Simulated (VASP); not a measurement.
# Nb3N4 (P-43m) in VASP: notebook

The runs below take Nb3N4 through single point, relaxation of cell and atoms, with PBE.

Program: VASP 6.6.1. These are calculated values, not measurements. Logs are shortened: lines on timing, memory, paths and dates and some standing lists are left out, and cuts for length are marked.

### 1 The cell of the first run

Symmetry: P-43m, No. 215, cubic system. Conventional cell: a = 4.582 Å, b = 4.582 Å, c = 4.582 Å, α = 90.00°, β = 90.00°, γ = 90.00°. Nb (site symmetry -42m) has 4 N at 2.06 Å within 2.7 Å. Within 2.7 Å of N (site symmetry 3m) lie 3 Nb at 2.06 Å.

The cell was generated, and may not be a known phase.

### 2 Single point, PBE, collinear spin, zero start

INCAR

```
ALGO = Normal
EDIFF = 1E-6
ENCUT = 520
GGA = PE
ISIF = 2
ISMEAR = 0
ISPIN = 2
LASPH = T
LCHARG = F
LMAXMIX = 4
LORBIT = 11
LREAL = F
LWAVE = F
MAGMOM = 0 0 0 0 0 0 0
NBANDS = 42
NELM = 150
PREC = Accurate
SIGMA = 0.1
```

KPOINTS

```
k-points
0
Gamma
  4 4 4
```

POSCAR

```
Nb3N4
1.0
    4.5820401300      0.0000000000      0.0000000000
    0.0000000000      4.5820401300      0.0000000000
    0.0000000000      0.0000000000      4.5820401300
Nb N
3 4
Direct
    0.0000000000      0.0000000000      0.5000000000
    0.5000000000      0.0000000000      0.0000000000
    0.0000000000      0.5000000000      0.0000000000
    0.7237776700      0.2762223300      0.2762223300
    0.2762223300      0.7237776700      0.2762223300
    0.2762223300      0.2762223300      0.7237776700
    0.7237776700      0.7237776700      0.7237776700
```

Potentials or basis: VASP PAW PBE potentials, release 64 (Nb_sv, N).

Launch:

```
$ cat potpaw_PBE.64/Nb_sv/POTCAR potpaw_PBE.64/N/POTCAR > POTCAR
$ mpirun -np 1 vasp_std > vasp.out
```

OUTCAR:

```text
EDIFF = 1E-6
   ENCUT = 520
   GGA = PE
   ISIF = 2
   ISMEAR = 0
   ISPIN = 2
   LASPH = T
   LORBIT = 11
   LREAL = F
   NELM = 150
   PREC = Accurate

 ion  position               nearest neighbor table
   1  0.000  0.000  0.500-   4 2.06   5 2.06   6 2.06   7 2.06
   2  0.500  0.000  0.000-   4 2.06   5 2.06   6 2.06   7 2.06
   3  0.000  0.500  0.000-   4 2.06   5 2.06   6 2.06   7 2.06
   4  0.724  0.276  0.276-   1 2.06   2 2.06   3 2.06
   5  0.276  0.724  0.276-   1 2.06   2 2.06   3 2.06
   6  0.276  0.276  0.724-   1 2.06   2 2.06   3 2.06
   7  0.724  0.724  0.724-   1 2.06   2 2.06   3 2.06

  LATTYP: Found a simple cubic cell.
 ALAT       =     4.5820401300

  Lattice vectors:

 A1 = (   4.5820401300,   0.0000000000,   0.0000000000)
 A2 = (   0.0000000000,   4.5820401300,   0.0000000000)
 A3 = (   0.0000000000,   0.0000000000,   4.5820401300)

Analysis of symmetry for initial positions (statically):
=====================================================================
 Subroutine PRICEL returns:
 Original cell was already a primitive cell.

 Routine SETGRP: Setting up the symmetry group for a
 simple cubic supercell.

 Subroutine GETGRP returns: Found 24 space group operations
 (whereof 24 operations were pure point group operations)
 out of a pool of 48 trial point group operations.

The static configuration has the point symmetry T_d .

Analysis of symmetry for dynamics (positions and initial velocities):
=====================================================================
 Subroutine PRICEL returns:
 Original cell was already a primitive cell.

 Routine SETGRP: Setting up the symmetry group for a
 simple cubic supercell.

 Subroutine GETGRP returns: Found 24 space group operations
 (whereof 24 operations were pure point group operations)
 out of a pool of 48 trial point group operations.

The dynamic configuration has the point symmetry T_d .

Analysis of structural, dynamic, and magnetic symmetry:
=====================================================================
 Subroutine PRICEL returns:
 Original cell was already a primitive cell.

 Routine SETGRP: Setting up the symmetry group for a
 simple cubic supercell.

 Subroutine GETGRP returns: Found 24 space group operations
 (whereof 24 operations were pure point group operations)
 out of a pool of 48 trial point group operations.

The overall configuration has the point symmetry T_d .

 Subroutine INISYM returns: Found 24 space group operations
 (whereof 24 operations are pure point group operations),
 and found     1 'primitive' translations

----------------------------------------------------------------------------------------

                                     Primitive cell

  volume of cell :      96.2004

  direct lattice vectors                    reciprocal lattice vectors
     4.582040130  0.000000000  0.000000000     0.218243396  0.000000000  0.000000000
     0.000000000  4.582040130  0.000000000     0.000000000  0.218243396  0.000000000
     0.000000000  0.000000000  4.582040130     0.000000000  0.000000000  0.218243396

  length of vectors
     4.582040130  4.582040130  4.582040130     0.218243396  0.218243396  0.218243396

  position of ions in fractional coordinates (direct lattice)
     0.000000000  0.000000000  0.500000000
     0.500000000  0.000000000  0.000000000
     0.000000000  0.500000000  0.000000000
     0.723777670  0.276222330  0.276222330
     0.276222330  0.723777670  0.276222330
     0.276222330  0.276222330  0.723777670
     0.723777670  0.723777670  0.723777670

  ion indices of the primitive-cell ions
   primitive index   ion index
                 1           1
                 2           2
                 3           3
                 4           4
                 5           5
                 6           6
                 7           7

[... 36 lines left out ...]
  0.500000  0.500000  0.250000      6.000000
  0.500000  0.500000  0.500000      1.000000
   k-points           NKPTS =     10   k-points in BZ     NKDIM =     10   number of bands    NBANDS=     42
   number of dos      NEDOS =    301   number of ions     NIONS =      7
   total plane-waves  NPLWV =  46656
   dimension x,y,z NGX =    36 NGY =   36 NGZ =   36
   dimension x,y,z NGXF=    72 NGYF=   72 NGZF=   72
   ions per type =               3   4
   NGX,Y,Z   is equivalent  to a cutoff of  13.06, 13.06, 13.06 a.u.
   NGXF,Y,Z  is equivalent  to a cutoff of  26.12, 26.12, 26.12 a.u.
 SYSTEM =  unknown system
   PREC   = accura    normal or accurate (medium, high low for compatibility)
   ISTART =      0    job   : 0-new  1-cont  2-samecut
   ICHARG =      2    charge: 1-file 2-atom 10-const
   ISPIN  =      2    spin polarized calculation?
   LNONCOLLINEAR =      F non collinear calculations
   LSORBIT =      F    spin-orbit coupling
   LASPH  =      T    aspherical Exc in radial PAW
   ENCUT  =  520.0 eV  38.22 Ry    6.18 a.u.   8.52  8.52  8.52*2*pi/ulx,y,z
   NELM   =    150;   NELMIN=  2; NELMDL= -5     # of ELM steps
   EDIFF  = 0.1E-05   stopping-criterion for ELM
   LREAL  =      F    real-space projection
   EDIFFG = 0.1E-04   stopping-criterion for IOM
   NSW    =      0    number of steps for IOM
   IBRION =     -1    ionic relax: 0-MD 1-quasi-New 2-CG
   NFREE  =      0    steps in history (QN), initial steepest desc. (CG)
   ISIF   =      2    stress and relaxation
   ISYM   =      2    0-nonsym 1-usesym 2-fastsym
   POTIM  = 0.5000    time-step for ionic-motion
   TEBEG  =    0.0;   TEEND  =   0.0 temperature during run
   PSTRESS=    0.0 pullay stress
   NELECT =      59.0000    total number of electrons
   NUPDOWN=      -1.0000    fix difference up-down
   EMIN   =  10.00;   EMAX   =-10.00  energy-range for DOS
   EFERMI =   0.00;   METHOD = LEGACY
   ISMEAR =     0;   SIGMA  =   0.10  broadening in eV -4-tet -1-fermi 0-gaus
   EFERMI_NEDOS =   21; number of points for ismear=-14 and -15
   IALGO  =     38    algorithm
   IMIX   =      4    mixing-type and parameters
     AMIX     =   0.40;   BMIX     =  1.00
     AMIX_MAG =   1.60;   BMIX_MAG =  1.00
  volume/ion in A,a.u.               =      13.74        92.74
  Fermi-wavevector in a.u.,A,eV,Ry     =   1.390913  2.628444 26.322359  1.934639
  Thomas-Fermi vector in A             =   2.514802
   LORBIT       =     11    0 simple, 1 ext, 2 COOP (PROOUT), +10 PAW based schemes
   GGA     = PE    functional components
   LHFCALC =     F    Hartree Fock is set to
   AEXX    =    0.0000 exact exchange contribution
   IVDW    =     0    specifies the selected vdW correction
   LEPSILON=     F    determine dielectric tensor
   LRPA    =     F    only Hartree local field effects (RPA)
 spin polarized calculation
 Gauss-broadening in eV      SIGMA  =   0.10
  energy-cutoff  :      520.00
  volume of cell :       96.20
 maximum number of plane-waves:      2624
 NGX is ok and might be reduce to    36
   NGX = 17   NGY = 17   NGZ = 17

 number of electron      58.9999997 magnetization       0.0000078

 number of electron      58.9999997 magnetization      -0.0000010

 Free energy of the ion-electron system (eV)
  ---------------------------------------------------
  ext. energy  EPLUGINS =         0.00000000
  ---------------------------------------------------
  free energy    TOTEN  =       -66.92989275 eV

  energy without entropy =      -66.90741339  energy(sigma->0) =      -66.91865307

 E-fermi :   8.0227     XC(G=0): -11.3419

 val. band max:        8.0126558844   @ k =   0.2500   0.0000   0.0000
 cond. band min:       8.0737049612   @ k =   0.0000   0.0000   0.0000
 fundamental gap:      0.0610490767
 Fermi energy:         8.0226860342

 spin component 1

 k-point     1 :       0.0000    0.0000    0.0000
  band No.  band energies     occupation
      1     -47.8115      1.00000
      2     -47.7309      1.00000
      3     -47.7309      1.00000
      4     -24.1781      1.00000
      5     -24.1781      1.00000
      6     -24.1781      1.00000
[... 429 lines left out ...]
     40      12.0670      0.00000
     41      12.0670      0.00000
 Fermi energy:         8.0226860342

 spin component 2

 k-point     1 :       0.0000    0.0000    0.0000
  band No.  band energies     occupation
      1     -47.8115      1.00000
      2     -47.7309      1.00000
      3     -47.7309      1.00000
      4     -24.1781      1.00000
      5     -24.1781      1.00000
      6     -24.1781      1.00000
[... 429 lines left out ...]
     40      12.0670      0.00000
     41      12.0670      0.00000
 [bands above 41 left out]

------------------------ aborting loop because EDIFF is reached ----------------------------------------

  FORCE on cell =-STRESS in cart. coord.  units (eV):
  Direction    XX          YY          ZZ          XY          YZ          ZX
  --------------------------------------------------------------------------------------
  -------------------------------------------------------------------------------------
  Total       -3.9921910     -3.9921910     -3.9921910      0.0000000     -0.0000000      0.0000000
  in kB      -66.4882996    -66.4882996    -66.4882996      0.0000000     -0.0000000      0.0000000
  external PRESSURE =     -66.4882996 kB  Pullay stress =       0.0000000 kB

 VOLUME and BASIS-vectors are now :
 -----------------------------------------------------------------------------
  energy-cutoff  :      520.00
  volume of cell :       96.20
      direct lattice vectors                 reciprocal lattice vectors
     4.582040130  0.000000000  0.000000000     0.218243396  0.000000000  0.000000000
     0.000000000  4.582040130  0.000000000     0.000000000  0.218243396  0.000000000
     0.000000000  0.000000000  4.582040130     0.000000000  0.000000000  0.218243396

 POSITION                                       TOTAL-FORCE (eV/Angst)
 -----------------------------------------------------------------------------------
      0.00000      0.00000      2.29102         0.000000      0.000000     -0.000000
      2.29102      0.00000      0.00000         0.000000     -0.000000     -0.000000
      0.00000      2.29102      0.00000         0.000000     -0.000000     -0.000000
      3.31638      1.26566      1.26566         1.272628     -1.272628     -1.272628
      1.26566      3.31638      1.26566        -1.272628      1.272628     -1.272628
      1.26566      1.26566      3.31638        -1.272628     -1.272628      1.272628
      3.31638      3.31638      3.31638         1.272628      1.272628      1.272628
 -----------------------------------------------------------------------------------
    total drift:                                0.000000      0.000000      0.000000

  FREE ENERGIE OF THE ION-ELECTRON SYSTEM (eV)
  ---------------------------------------------------
  free  energy   TOTEN  =       -66.9298927507 eV

  energy  without entropy=      -66.9074133941  energy(sigma->0) =      -66.91865307

 total charge

# of ion       s       p       d       tot
------------------------------------------
    1        2.192   6.059   2.356  10.607
    2        2.192   6.059   2.356  10.607
    3        2.192   6.059   2.356  10.607
    4        1.290   2.371   0.000   3.661
    5        1.290   2.371   0.000   3.661
    6        1.290   2.371   0.000   3.661
    7        1.290   2.371   0.000   3.661
--------------------------------------------------
tot         11.735  27.661   7.067  46.463

 magnetization (x)

# of ion       s       p       d       tot
------------------------------------------
    1       -0.000   0.000  -0.000  -0.000
    2       -0.000   0.000  -0.000  -0.000
    3       -0.000   0.000  -0.000  -0.000
    4        0.000   0.000   0.000   0.000
    5        0.000   0.000   0.000   0.000
    6        0.000   0.000   0.000   0.000
    7        0.000   0.000   0.000   0.000
--------------------------------------------------
tot         -0.000   0.000  -0.000   0.000
```

Run time: 2.6 min. Hardware: 1 thread of Intel Xeon 8259CL, shared host; peak memory 0.26 GiB.

Results:

- Free energy: -66.9299 eV
- Pressure: -6.6 GPa
- Largest force: 2.204 eV/Å
- Net moment: 0.00 μB per cell
- Valence electrons inside the program's atomic spheres: Nb 10.61; N 3.66

Forces on the atoms (eV/Å):
```
Nb   0.000  0.000  0.000
Nb   0.000  0.000  0.000
Nb   0.000  0.000  0.000
N    1.273 -1.273 -1.273
N   -1.273  1.273 -1.273
N   -1.273 -1.273  1.273
N    1.273  1.273  1.273
```

Levels at points of the mesh, in eV from the Fermi level:
Spin up:
```tsv
k point	band 25	band 26	band 27	band 28	band 29	band 30	band 31	band 32	band 33	band 34
(0.00, 0.00, 0.00)	-3.06	-2.53	-2.53	-2.53	0.05	0.31	0.31	0.31	1.05	1.05
(0.50, 0.00, 0.00)	-3.39	-3.39	-2.38	-2.38	-0.52	-0.41	-0.35	-0.35	1.20	1.57
(0.50, 0.50, 0.00)	-3.70	-3.65	-2.74	-2.74	0.17	0.17	0.28	1.19	1.43	1.87
(0.50, 0.50, 0.50)	-4.35	-3.35	-3.35	-3.35	0.98	1.79	1.79	1.79	1.79	1.79
```
Spin down:
```csv
k point,band 25,band 26,band 27,band 28,band 29,band 30,band 31,band 32,band 33,band 34
"(0.00, 0.00, 0.00)",-3.06,-2.53,-2.53,-2.53,0.05,0.31,0.31,0.31,1.05,1.05
"(0.50, 0.00, 0.00)",-3.39,-3.39,-2.38,-2.38,-0.52,-0.41,-0.35,-0.35,1.20,1.57
"(0.50, 0.50, 0.00)",-3.70,-3.65,-2.74,-2.74,0.17,0.17,0.28,1.19,1.43,1.87
"(0.50, 0.50, 0.50)",-4.35,-3.35,-3.35,-3.35,0.98,1.79,1.79,1.79,1.79,1.79
```

Caveat: the cell stands under tension; no moment was typed at the start, so none could form; forces of over 1 eV/Å act on the atoms, so gaps and moduli don't describe the material at rest.

(Part 1 of 3 ends here.)
